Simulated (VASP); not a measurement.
# CaO (Fm-3m) in VASP: a series of runs

The runs below take CaO through single point, with PBEsol.

All numbers are computed with VASP 6.6.1; they aren't measurements. Logs are shortened: lines on timing, memory, paths and dates and some standing lists are left out, and cuts for length are marked.

## Step 1: The cell of the first run

Symmetry: Fm-3m, No. 225, cubic system. The conventional cell has a = 4.742 Å, b = 4.742 Å, c = 4.742 Å, α = 90.00°, β = 90.00°, γ = 90.00°. Within 3.1 Å of Ca (site symmetry m-3m) lie 6 O at 2.37 Å. Within 3.1 Å of O (site symmetry m-3m) lie 6 Ca at 2.37 Å.

## Step 2: Single point, PBEsol

Contents of INCAR:

```
  PREC = Accurate
  ENCUT = 520
  EDIFF = 1E-6
  ISMEAR = -1
  SIGMA = 0.05
  LREAL = False
  LASPH = True
  NELM = 100
  ALGO = Normal
  ISIF = 2
  LWAVE = False
  LCHARG = False
  GGA = PS
  NBANDS = 15
```

Contents of KPOINTS:

```
Automatic mesh
0
Gamma
  10 10 10
```

Contents of POSCAR:

```
CaO
1.0
    0.0000000000      2.3710712315      2.3710712315
    2.3710712315      0.0000000000      2.3710712315
    2.3710712315      2.3710712315      0.0000000000
Ca O
1 1
Direct
    0.0000000000      0.0000000000      0.0000000000
    0.5000000000      0.5000000000      0.5000000000
```

Potentials or basis: VASP PAW PBE potentials, release 64 (Ca_sv, O).

Launch:

```console
> cat potpaw_PBE.64/Ca_sv/POTCAR potpaw_PBE.64/O/POTCAR > POTCAR
> mpirun -np 1 vasp_std > vasp.out
```

OUTCAR:

```text
PREC = Accurate
   ENCUT = 520
   EDIFF = 1E-6
   ISMEAR = -1
   LREAL = False
   LASPH = True
   NELM = 100
   ISIF = 2
   GGA = PS

 ion  position               nearest neighbor table
   1  0.000  0.000  0.000-   2 2.37   2 2.37   2 2.37   2 2.37   2 2.37   2 2.37
   2  0.500  0.500  0.500-   1 2.37   1 2.37   1 2.37   1 2.37   1 2.37   1 2.37

  LATTYP: Found a face centered cubic cell.
 ALAT       =     4.7421424630

  Lattice vectors:

 A1 = (   0.0000000000,   2.3710712315,   2.3710712315)
 A2 = (   2.3710712315,   0.0000000000,   2.3710712315)
 A3 = (   2.3710712315,   2.3710712315,   0.0000000000)

Analysis of symmetry for initial positions (statically):
=====================================================================
 Subroutine PRICEL returns:
 Original cell was already a primitive cell.

 Routine SETGRP: Setting up the symmetry group for a
 face centered cubic supercell.

 Subroutine GETGRP returns: Found 48 space group operations
 (whereof 48 operations were pure point group operations)
 out of a pool of 48 trial point group operations.

The static configuration has the point symmetry O_h .

Analysis of symmetry for dynamics (positions and initial velocities):
=====================================================================
 Subroutine PRICEL returns:
 Original cell was already a primitive cell.

 Routine SETGRP: Setting up the symmetry group for a
 face centered cubic supercell.

 Subroutine GETGRP returns: Found 48 space group operations
 (whereof 48 operations were pure point group operations)
 out of a pool of 48 trial point group operations.

The dynamic configuration has the point symmetry O_h .

 Subroutine INISYM returns: Found 48 space group operations
 (whereof 48 operations are pure point group operations),
 and found     1 'primitive' translations

----------------------------------------------------------------------------------------

                                     Primitive cell

  volume of cell :      26.6602

  direct lattice vectors                    reciprocal lattice vectors
     0.000000000  2.371071232  2.371071232    -0.210875149  0.210875149  0.210875149
     2.371071232  0.000000000  2.371071232     0.210875149 -0.210875149  0.210875149
     2.371071232  2.371071232  0.000000000     0.210875149  0.210875149 -0.210875149

  length of vectors
     3.353201093  3.353201093  3.353201093     0.365246473  0.365246473  0.365246473

  position of ions in fractional coordinates (direct lattice)
     0.000000000  0.000000000  0.000000000
     0.500000000  0.500000000  0.500000000

  ion indices of the primitive-cell ions
   primitive index   ion index
                 1           1
                 2           2

----------------------------------------------------------------------------------------

 KPOINTS: Automatic mesh

Automatic generation of k-mesh.
 Grid dimensions read from file:
 generate k-points for:   10   10   10

 Generating k-lattice:

  Cartesian coordinates                     Fractional coordinates (reciprocal lattice)
    -0.021087515  0.021087515  0.021087515     0.100000000  0.000000000  0.000000000
     0.021087515 -0.021087515  0.021087515     0.000000000  0.100000000  0.000000000
     0.021087515  0.021087515 -0.021087515     0.000000000  0.000000000  0.100000000

  Length of vectors
     0.036524647  0.036524647  0.036524647

  Shift w.r.t. Gamma in fractional coordinates (k-lattice)
     0.000000000  0.000000000  0.000000000

 Subroutine IBZKPT returns following result:
 ===========================================

 Found     47 irreducible k-points:

 Following reciprocal coordinates:
            Coordinates               Weight
  0.000000  0.000000  0.000000      1.000000
  0.100000  0.000000  0.000000      8.000000
  0.200000  0.000000  0.000000      8.000000
  0.300000  0.000000  0.000000      8.000000
  0.400000  0.000000  0.000000      8.000000
  0.500000  0.000000  0.000000      4.000000
[... 16 lines left out ...]
  0.300000  0.300000  0.000000      6.000000
  0.400000  0.300000  0.000000     24.000000
 [... further k-points ...]
   k-points           NKPTS =     47   k-points in BZ     NKDIM =     47   number of bands    NBANDS=     15
   number of dos      NEDOS =    301   number of ions     NIONS =      2
   total plane-waves  NPLWV =  21952
   dimension x,y,z NGX =    28 NGY =   28 NGZ =   28
   dimension x,y,z NGXF=    56 NGYF=   56 NGZF=   56
   ions per type =               1   1
   NGX,Y,Z   is equivalent  to a cutoff of  13.88, 13.88, 13.88 a.u.
   NGXF,Y,Z  is equivalent  to a cutoff of  27.76, 27.76, 27.76 a.u.
 SYSTEM =  unknown system
   PREC   = accura    normal or accurate (medium, high low for compatibility)
   ISTART =      0    job   : 0-new  1-cont  2-samecut
   ICHARG =      2    charge: 1-file 2-atom 10-const
   ISPIN  =      1    spin polarized calculation?
   LNONCOLLINEAR =      F non collinear calculations
   LSORBIT =      F    spin-orbit coupling
   LASPH  =      T    aspherical Exc in radial PAW
   ENCUT  =  520.0 eV  38.22 Ry    6.18 a.u.   6.23  6.23  6.23*2*pi/ulx,y,z
   NELM   =    100;   NELMIN=  2; NELMDL= -5     # of ELM steps
   EDIFF  = 0.1E-05   stopping-criterion for ELM
   LREAL  =      F    real-space projection
   EDIFFG = 0.1E-04   stopping-criterion for IOM
   NSW    =      0    number of steps for IOM
   IBRION =     -1    ionic relax: 0-MD 1-quasi-New 2-CG
   NFREE  =      0    steps in history (QN), initial steepest desc. (CG)
   ISIF   =      2    stress and relaxation
   ISYM   =      2    0-nonsym 1-usesym 2-fastsym
   POTIM  = 0.5000    time-step for ionic-motion
   TEBEG  =    0.0;   TEEND  =   0.0 temperature during run
   PSTRESS=    0.0 pullay stress
   NELECT =      16.0000    total number of electrons
   NUPDOWN=      -1.0000    fix difference up-down
   EMIN   =  10.00;   EMAX   =-10.00  energy-range for DOS
   EFERMI =   0.00;   METHOD = LEGACY
   ISMEAR =    -1;   SIGMA  =   0.05  broadening in eV -4-tet -1-fermi 0-gaus
   EFERMI_NEDOS =   21; number of points for ismear=-14 and -15
   IALGO  =     38    algorithm
   IMIX   =      4    mixing-type and parameters
     AMIX     =   0.40;   BMIX     =  1.00
     AMIX_MAG =   1.60;   BMIX_MAG =  1.00
  volume/ion in A,a.u.               =      13.33        89.96
  Fermi-wavevector in a.u.,A,eV,Ry     =   1.380894  2.609511 25.944503  1.906867
  Thomas-Fermi vector in A             =   2.505728
   LORBIT       =      0    0 simple, 1 ext, 2 COOP (PROOUT), +10 PAW based schemes
   GGA     = PS    functional components
   LHFCALC =     F    Hartree Fock is set to
   AEXX    =    0.0000 exact exchange contribution
   IVDW    =     0    specifies the selected vdW correction
   LEPSILON=     F    determine dielectric tensor
   LRPA    =     F    only Hartree local field effects (RPA)
 non-spin polarized calculation
  energy-cutoff  :      520.00
  volume of cell :       26.66
 maximum number of plane-waves:       728
 NGX is ok and might be reduce to    28
   NGX = 13   NGY = 13   NGZ = 13

 number of electron      15.9999997 magnetization

 Free energy of the ion-electron system (eV)
  ---------------------------------------------------
  ext. energy  EPLUGINS =         0.00000000
  ---------------------------------------------------
  free energy    TOTEN  =       -13.40601016 eV

  energy without entropy =      -13.40601016  energy(sigma->0) =      -13.40601016

 E-fermi :   3.5484     XC(G=0): -10.9383

 val. band max:        2.4292070508   @ k =   0.0000   0.0000   0.0000
 cond. band min:       5.9406396600   @ k =   0.5000   0.5000   0.0000
 fundamental gap:      3.5114326092
 Fermi energy:         3.5483540684

 k-point     1 :       0.0000    0.0000    0.0000
  band No.  band energies     occupation
      1     -34.7982      2.00000
      2     -15.6067      2.00000
      3     -15.6067      2.00000
      4     -15.6067      2.00000
      5     -13.0944      2.00000
      6       2.4292      2.00000
      7       2.4292      2.00000
      8       2.4292      2.00000
      9       7.3236      0.00000
     10       8.7137      0.00000
     11       8.7137      0.00000
     12       8.7137      0.00000
     13      10.3234      0.00000
     14      10.3234      0.00000
     15      17.5046      0.00000

 k-point     2 :       0.1000    0.0000    0.0000
  band No.  band energies     occupation
      1     -34.7861      2.00000
      2     -15.7909      2.00000
      3     -15.6126      2.00000
      4     -15.6126      2.00000
      5     -12.9048      2.00000
      6       2.0490      2.00000
      7       2.2767      2.00000
      8       2.2767      2.00000
      9       7.7932      0.00000
     10       8.6758      0.00000
     11       8.8972      0.00000
     12       8.8972      0.00000
     13      10.5848      0.00000
     14      10.5848      0.00000
     15      17.9563      0.00000

 k-point     3 :       0.2000    0.0000    0.0000
  band No.  band energies     occupation
      1     -34.7543      2.00000
      2     -16.1881      2.00000
      3     -15.6280      2.00000
      4     -15.6280      2.00000
      5     -12.4923      2.00000
      6       1.2352      2.00000
      7       1.9130      2.00000
      8       1.9130      2.00000
      9       8.6174      0.00000
     10       8.9438      0.00000
     11       9.4048      0.00000
     12       9.4048      0.00000
     13      11.2602      0.00000
     14      11.2602      0.00000
     15      18.6924      0.00000
[... 343 lines left out ...]
 k-point    23 :       0.3000    0.3000    0.0000
  band No.  band energies     occupation
      1     -34.6889      2.00000
      2     -16.3247      2.00000
      3     -15.7835      2.00000
      4     -15.7835      2.00000
      5     -12.4748      2.00000
      6       0.6077      2.00000
      7       2.0821      2.00000
      8       2.0821      2.00000
      9       6.6843      0.00000
     10       9.7214      0.00000
     11      11.1072      0.00000
     12      11.2487      0.00000
     13      11.2487      0.00000
     14      13.1794      0.00000
     15      20.1373      0.00000

 k-point    24 :       0.4000    0.3000    0.0000
  band No.  band energies     occupation
      1     -34.6641      2.00000
      2     -16.3931      2.00000
      3     -15.8436      2.00000
      4     -15.8103      2.00000
      5     -12.4890      2.00000
      6       0.6918      2.00000
      7       1.8570      2.00000
      8       1.9636      2.00000
      9       6.6538      0.00000
     10      10.3219      0.00000
     11      11.4597      0.00000
     12      11.5705      0.00000
     13      11.7116      0.00000
     14      13.5645      0.00000
     15      18.4334      0.00000

 [... further k-points ...]

------------------------ aborting loop because EDIFF is reached ----------------------------------------

  FORCE on cell =-STRESS in cart. coord.  units (eV):
  Direction    XX          YY          ZZ          XY          YZ          ZX
  --------------------------------------------------------------------------------------
  -------------------------------------------------------------------------------------
  Total        0.4227992      0.4227992      0.4227992      0.0000000     -0.0000000      0.0000000
  in kB       25.4086102     25.4086102     25.4086102      0.0000000     -0.0000000      0.0000000
  external PRESSURE =      25.4086102 kB  Pullay stress =       0.0000000 kB

 VOLUME and BASIS-vectors are now :
 -----------------------------------------------------------------------------
  energy-cutoff  :      520.00
  volume of cell :       26.66
      direct lattice vectors                 reciprocal lattice vectors
     0.000000000  2.371071232  2.371071232    -0.210875149  0.210875149  0.210875149
     2.371071232  0.000000000  2.371071232     0.210875149 -0.210875149  0.210875149
     2.371071232  2.371071232  0.000000000     0.210875149  0.210875149 -0.210875149

 POSITION                                       TOTAL-FORCE (eV/Angst)
 -----------------------------------------------------------------------------------
      0.00000      0.00000      0.00000         0.000000     -0.000000     -0.000000
      2.37107      2.37107      2.37107        -0.000000      0.000000      0.000000
 -----------------------------------------------------------------------------------
    total drift:                                0.000000      0.000000      0.000000

  FREE ENERGIE OF THE ION-ELECTRON SYSTEM (eV)
  ---------------------------------------------------
  free  energy   TOTEN  =       -13.4060101568 eV

  energy  without entropy=      -13.4060101568  energy(sigma->0) =      -13.40601016
```

Run time: 22 s. Hardware: 1 thread of AMD EPYC 7R43 (Zen 3), shared host; peak memory 0.13 GiB.

Results:

```yaml
Free_energy: -13.4060 eV
Pressure: 2.5 GPa
Band_gap_on_the_k_mesh: 3.51 eV, indirect (least direct gap 3.88 eV)
```

Caveat: the PAW data sets were made with another functional, which shifts forces and pressure a little.

(Part 1 of 2 ends here.)
